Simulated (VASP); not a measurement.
# RbS3 (I4/mmm) in VASP: single point with PBE

Aim: the single point of RbS3 with PBE.

All numbers are computed with VASP 6.6.1; they aren't measurements. Logs are shortened: lines on timing, memory, paths and dates and some standing lists are left out, and cuts for length are marked.

**1. The cell of the first run**

Symmetry: I4/mmm, No. 139, tetragonal system. Conventional cell: a = 4.232 Å, b = 4.232 Å, c = 10.099 Å, α = 90.00°, β = 90.00°, γ = 90.00°. Within 3.9 Å of Rb (site symmetry 4/mmm) lie 12 S at 2.99 to 3.29 Å. S (site symmetry 4/mmm) has 4 Rb at 2.99 Å and 8 S at 3.29 Å within 3.9 Å. S (site symmetry -4m2) has 8 S at 2.99 to 3.29 Å and 4 Rb at 3.29 Å within 3.9 Å.

**2. Single point, PBE**

INCAR reads:

```
SYSTEM = RbS3
PREC = Accurate
ENCUT = 520
EDIFF = 1E-6
ISMEAR = 0
SIGMA = 0.1
LREAL = .False.
LASPH = .True.
NELM = 60
ALGO = Normal
ISIF = 2
LWAVE = .False.
LCHARG = .True.
GGA = PE
LELF = .True.
LVHAR = .True.
NBANDS = 22
```

KPOINTS reads:

```
Automatic mesh
0
Gamma
  14 14 14
  0 0 0
```

POSCAR reads:

```
RbS3
1.0
   -2.1162088103      2.1162088103      5.0495869520
    2.1162088103     -2.1162088103      5.0495869520
    2.1162088103      2.1162088103     -5.0495869520
Rb S
1 3
Direct
    0.0000000000      0.0000000000      0.0000000000
    0.5000000000      0.5000000000      0.0000000000
    0.2500000000      0.7500000000      0.5000000000
    0.7500000000      0.2500000000      0.5000000000
```

Potentials or basis: VASP PAW PBE potentials, release 64 (Rb_sv, S).

Command:

```bash
> cat potpaw_PBE.64/Rb_sv/POTCAR potpaw_PBE.64/S/POTCAR > POTCAR
> mpirun -np 1 vasp_std > vasp.out
```

OUTCAR:

```text
SYSTEM = RbS3
   PREC = Accurate
   ENCUT = 520
   EDIFF = 1E-6
   ISMEAR = 0
   LREAL = .False.
   LASPH = .True.
   NELM = 60
   ISIF = 2
   GGA = PE

 ion  position               nearest neighbor table
   1  0.000  0.000  0.000-   2 2.99   2 2.99   2 2.99   2 2.99   4 3.29   3 3.29   4 3.29   3 3.29
                             4 3.29   4 3.29   3 3.29   3 3.29
   2  0.500  0.500  0.000-   1 2.99   1 2.99   1 2.99   1 2.99
   3  0.250  0.750  0.500-   1 3.29   1 3.29   1 3.29   1 3.29
   4  0.750  0.250  0.500-   1 3.29   1 3.29   1 3.29   1 3.29

  LATTYP: Found a body centered tetragonal cell.
 ALAT       =     4.2324176206
 C/A-ratio  =     2.3861477787

  Lattice vectors:

 A1 = (  -2.1162088103,   2.1162088103,   5.0495869520)
 A2 = (   2.1162088103,  -2.1162088103,   5.0495869520)
 A3 = (   2.1162088103,   2.1162088103,  -5.0495869520)

Analysis of symmetry for initial positions (statically):
=====================================================================
 Subroutine PRICEL returns:
 Original cell was already a primitive cell.

 Routine SETGRP: Setting up the symmetry group for a
 body centered tetragonal supercell.

 Subroutine GETGRP returns: Found 16 space group operations
 (whereof 16 operations were pure point group operations)
 out of a pool of 16 trial point group operations.

The static configuration has the point symmetry D_4h.

Analysis of symmetry for dynamics (positions and initial velocities):
=====================================================================
 Subroutine PRICEL returns:
 Original cell was already a primitive cell.

 Routine SETGRP: Setting up the symmetry group for a
 body centered tetragonal supercell.

 Subroutine GETGRP returns: Found 16 space group operations
 (whereof 16 operations were pure point group operations)
 out of a pool of 16 trial point group operations.

The dynamic configuration has the point symmetry D_4h.

 Subroutine INISYM returns: Found 16 space group operations
 (whereof 16 operations are pure point group operations),
 and found     1 'primitive' translations

----------------------------------------------------------------------------------------

                                     Primitive cell

  volume of cell :      90.4551

  direct lattice vectors                    reciprocal lattice vectors
[... 85 lines left out ...]
   ISPIN  =      1    spin polarized calculation?
   LNONCOLLINEAR =      F non collinear calculations
   LSORBIT =      F    spin-orbit coupling
   LASPH  =      T    aspherical Exc in radial PAW
   ENCUT  =  520.0 eV  38.22 Ry    6.18 a.u.  10.91 10.91 10.91*2*pi/ulx,y,z
   NELM   =     60;   NELMIN=  2; NELMDL= -5     # of ELM steps
   EDIFF  = 0.1E-05   stopping-criterion for ELM
   LREAL  =      F    real-space projection
   EDIFFG = 0.1E-04   stopping-criterion for IOM
   NSW    =      0    number of steps for IOM
   IBRION =     -1    ionic relax: 0-MD 1-quasi-New 2-CG
   NFREE  =      0    steps in history (QN), initial steepest desc. (CG)
   ISIF   =      2    stress and relaxation
   ISYM   =      2    0-nonsym 1-usesym 2-fastsym
   POTIM  = 0.5000    time-step for ionic-motion
   TEBEG  =    0.0;   TEEND  =   0.0 temperature during run
   PSTRESS=    0.0 pullay stress
   NELECT =      27.0000    total number of electrons
   NUPDOWN=      -1.0000    fix difference up-down
   EMIN   =  10.00;   EMAX   =-10.00  energy-range for DOS
   EFERMI =   0.00;   METHOD = LEGACY
   ISMEAR =     0;   SIGMA  =   0.10  broadening in eV -4-tet -1-fermi 0-gaus
   EFERMI_NEDOS =   21; number of points for ismear=-14 and -15
   IALGO  =     38    algorithm
   IMIX   =      4    mixing-type and parameters
     AMIX     =   0.40;   BMIX     =  1.00
     AMIX_MAG =   1.60;   BMIX_MAG =  1.00
  volume/ion in A,a.u.               =      22.61       152.61
  Fermi-wavevector in a.u.,A,eV,Ry     =   1.094087  2.067524 16.286527  1.197026
  Thomas-Fermi vector in A             =   2.230385
   LORBIT       =      0    0 simple, 1 ext, 2 COOP (PROOUT), +10 PAW based schemes
   GGA     = PE    functional components
   LHFCALC =     F    Hartree Fock is set to
   AEXX    =    0.0000 exact exchange contribution
   IVDW    =     0    specifies the selected vdW correction
   LEPSILON=     F    determine dielectric tensor
   LRPA    =     F    only Hartree local field effects (RPA)
 non-spin polarized calculation
 Gauss-broadening in eV      SIGMA  =   0.10
  energy-cutoff  :      520.00
  volume of cell :       90.46
 maximum number of plane-waves:      2455
 NGX is ok and might be reduce to    48
   NGX = 21   NGY = 21   NGZ = 21

 number of electron      27.0000000 magnetization

 Free energy of the ion-electron system (eV)
  ---------------------------------------------------
  ext. energy  EPLUGINS =         0.00000000
  ---------------------------------------------------
  free energy    TOTEN  =       -11.03299637 eV

  energy without entropy =      -11.01277551  energy(sigma->0) =      -11.02288594

 E-fermi :   2.5967     XC(G=0):  -9.6023

 val. band max:        2.5954090838   @ k =   0.5000   0.5000   0.2143
 cond. band min:       2.5979323326   @ k =  -0.2857  -0.4286   0.0714
 fundamental gap:      0.0025232488
 Fermi energy:         2.5967245955

 k-point     1 :       0.0000    0.0000    0.0000
  band No.  band energies     occupation
      1     -22.0098      2.00000
      2     -10.4762      2.00000
      3      -8.1920      2.00000
      4      -7.7305      2.00000
      5      -6.5045      2.00000
      6      -6.2686      2.00000
[... 589 lines left out ...]
     21      11.4784      0.00000
     22      12.0793      0.00000

 [... further k-points ...]
[... 5 lines left out ...]
  --------------------------------------------------------------------------------------
  -------------------------------------------------------------------------------------
  Total        0.0374870      0.0374870      0.0520608      0.0000000      0.0000000      0.0000000
  in kB        0.6639845      0.6639845      0.9221226      0.0000000      0.0000000      0.0000000
  external PRESSURE =       0.7500306 kB  Pullay stress =       0.0000000 kB

 VOLUME and BASIS-vectors are now :
 -----------------------------------------------------------------------------
  energy-cutoff  :      520.00
  volume of cell :       90.46
      direct lattice vectors                 reciprocal lattice vectors
    -2.116208810  2.116208810  5.049586952     0.000000000  0.236271580  0.099018000
     2.116208810 -2.116208810  5.049586952     0.236271580  0.000000000  0.099018000
     2.116208810  2.116208810 -5.049586952     0.236271580  0.236271580  0.000000000

 POSITION                                       TOTAL-FORCE (eV/Angst)
 -----------------------------------------------------------------------------------
      0.00000      0.00000      0.00000        -0.000000      0.000000     -0.000000
      0.00000      0.00000      5.04959        -0.000000      0.000000     -0.000000
      2.11621      0.00000      2.52479         0.000000      0.000000      0.000000
      0.00000      2.11621      2.52479        -0.000000     -0.000000     -0.000000
 -----------------------------------------------------------------------------------
    total drift:                                0.000000     -0.000000      0.000000

  FREE ENERGIE OF THE ION-ELECTRON SYSTEM (eV)
  ---------------------------------------------------
  free  energy   TOTEN  =       -11.0329963747 eV

  energy  without entropy=      -11.0127755136  energy(sigma->0) =      -11.02288594
```

OSZICAR:

```text
N       E                     dE             d eps       ncg     rms          rms(c)
DAV:   1     0.126545145074E+03    0.12655E+03   -0.12020E+04 10736   0.108E+03
DAV:   2    -0.372406624382E+01   -0.13027E+03   -0.12659E+03 15026   0.190E+02
DAV:   3    -0.112505603315E+02   -0.75265E+01   -0.74529E+01 14294   0.450E+01
DAV:   4    -0.114552797916E+02   -0.20472E+00   -0.20450E+00 15772   0.721E+00
DAV:   5    -0.114582388557E+02   -0.29591E-02   -0.29588E-02 13988   0.826E-01    0.994E+00
DAV:   6    -0.112667447038E+02    0.19149E+00   -0.59694E+00 17134   0.671E+00    0.599E+00
DAV:   7    -0.110673927392E+02    0.19935E+00   -0.30687E+00 14682   0.385E+00    0.436E+00
DAV:   8    -0.110349486447E+02    0.32444E-01   -0.41525E-01 13352   0.213E+00    0.583E-01
DAV:   9    -0.110334407294E+02    0.15079E-02   -0.23232E-02 13268   0.674E-01    0.274E-01
DAV:  10    -0.110332286533E+02    0.21208E-03   -0.78764E-03 13498   0.264E-01    0.123E-01
DAV:  11    -0.110329789444E+02    0.24971E-03   -0.17510E-03 13416   0.135E-01    0.343E-02
DAV:  12    -0.110329950766E+02   -0.16132E-04   -0.57151E-05 13584   0.378E-02    0.714E-03
DAV:  13    -0.110329962501E+02   -0.11735E-05   -0.22774E-06 12252   0.798E-03    0.333E-03
DAV:  14    -0.110329963747E+02   -0.12457E-06   -0.37894E-07  8884   0.373E-03
   1 F= -.11032996E+02 E0= -.11022886E+02  d E =-.202209E-01
```

stdout:

```text
POSCAR found type information on POSCAR RbS
 POSCAR found :  2 types and       4 ions
 scaLAPACK will be used
 LDA part: xc-table for (Slater+PW92), standard interpolation
 POSCAR, INCAR and KPOINTS ok, starting setup
 FFT: planning ... GRIDC
 FFT: planning ... GRID_SOFT
 FFT: planning ... GRID
 WAVECAR not read
 entering main loop
```

Wall time 11 min (1 thread of Intel Xeon Platinum 8259CL at 2.50GHz (Skylake/Cascade Lake), shared host); peak memory 0.6 GiB.

What came out:

```yaml
Free_energy: -11.0330 eV
Pressure: 0.1 GPa
Band_gap_on_the_k_mesh: zero (an odd number of electrons rules out a gap without spin polarisation)
```
